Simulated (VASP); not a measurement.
## Al32H (a cell with a defect): single point with PBE+D3(BJ)

The system is Al32H (a cell with a defect).

```
Al H
1.0
     8.10000    0.00000    0.00000
     0.00000    8.10000    0.00000
     0.00000    0.00000    8.10000
Al H
32 1
Direct
  0.49067 0.99055 0.00922
  0.75890 0.25876 0.00895
  0.74932 0.00026 0.24905
  0.99896 0.00025 0.99940
  0.25075 0.24913 0.99939
  0.50042 0.49878 0.99942
  0.74929 0.75058 0.99936
  0.24754 0.99906 0.25233
  0.50044 0.24915 0.24908
  0.75055 0.50201 0.25224
  0.50046 0.00028 0.50091
  0.74932 0.24914 0.50082
  0.75912 0.99059 0.74076
  0.00217 0.50201 0.00061
  0.24755 0.74738 0.00064
  0.00217 0.25039 0.25223
  0.24989 0.49969 0.24994
  0.49923 0.74738 0.25232
  0.00225 0.99907 0.49761
  0.24760 0.25040 0.49766
  0.49924 0.50205 0.49765
  0.75057 0.74739 0.49763
  0.25082 0.00028 0.75054
  0.49083 0.25887 0.74088
  0.74935 0.49879 0.75049
  0.99986 0.74971 0.24994
  0.99987 0.49969 0.49996
  0.24991 0.74972 0.49998
  0.99901 0.24915 0.75051
  0.24759 0.50205 0.74931
  0.50049 0.75061 0.75056
  0.00224 0.74739 0.74929
  0.62476 0.12436 0.87493
```

| Item | Value |
| --- | --- |
| Program | VASP 6.6.1 |
| Task | single point |
| Functional | PBE |
| Dispersion | D3(BJ) |
| Potentials or basis | VASP PAW PBE potentials, release 64 (Al, H) |
| Cutoff | 520 eV |
| k mesh | 3 × 3 × 3 |
| Occupations | gaussian, width 0.15 eV |
| Spin | no spin polarisation |
| Dipole correction | no |
| Further INCAR settings | LREAL = Auto; ALGO = Normal; EDIFF = 1e-06; NBANDS = 70 |

```json
{
 "Pressure": "-3.0 GPa",
 "Largest force": "0.011 eV/Å",
 "Band gap on the k mesh": "zero (an odd number of electrons rules out a gap without spin polarisation)",
 "Dispersion energy per atom": "-0.328 eV"
}
```

Forces on the atoms (eV/Å):
```
Al  -0.003 -0.003  0.002
Al   0.006  0.003  0.008
Al  -0.004  0.002 -0.006
Al  -0.005  0.002 -0.004
Al   0.004 -0.003 -0.004
Al   0.002 -0.005 -0.003
Al  -0.004  0.005 -0.004
Al  -0.003 -0.002  0.003
Al   0.003 -0.004 -0.004
Al   0.001  0.004  0.004
Al   0.003  0.003  0.005
Al  -0.003 -0.003  0.004
Al   0.003 -0.003 -0.003
Al   0.004  0.004  0.001
Al  -0.004 -0.005  0.001
Al   0.004  0.001  0.005
Al   0.000  0.001  0.000
Al   0.000 -0.004  0.004
Al   0.003 -0.002 -0.003
Al  -0.004  0.001 -0.005
Al  -0.001  0.004 -0.004
Al   0.001 -0.004 -0.004
Al   0.005  0.002  0.003
Al  -0.005  0.002 -0.004
Al  -0.004 -0.005  0.002
Al   0.000  0.001  0.000
Al   0.000  0.001  0.000
Al   0.001  0.003  0.000
Al  -0.004 -0.004  0.003
Al  -0.004  0.004 -0.001
Al   0.004  0.005  0.004
Al   0.004 -0.004  0.000
H    0.001  0.003  0.000
```

Levels at points of the mesh, in eV from the Fermi level:
| k point | band 46 | band 47 | band 48 | band 49 | band 50 | band 51 |
| --- | --- | --- | --- | --- | --- | --- |
| (0.00, 0.00, 0.00) | 0.23 | 0.23 | 0.23 | 0.30 | 0.30 | 0.30 |

It took 17 min on 1 thread of Oxide Virtual Turin-like Processor (shared host), peak memory 0.62 GiB.
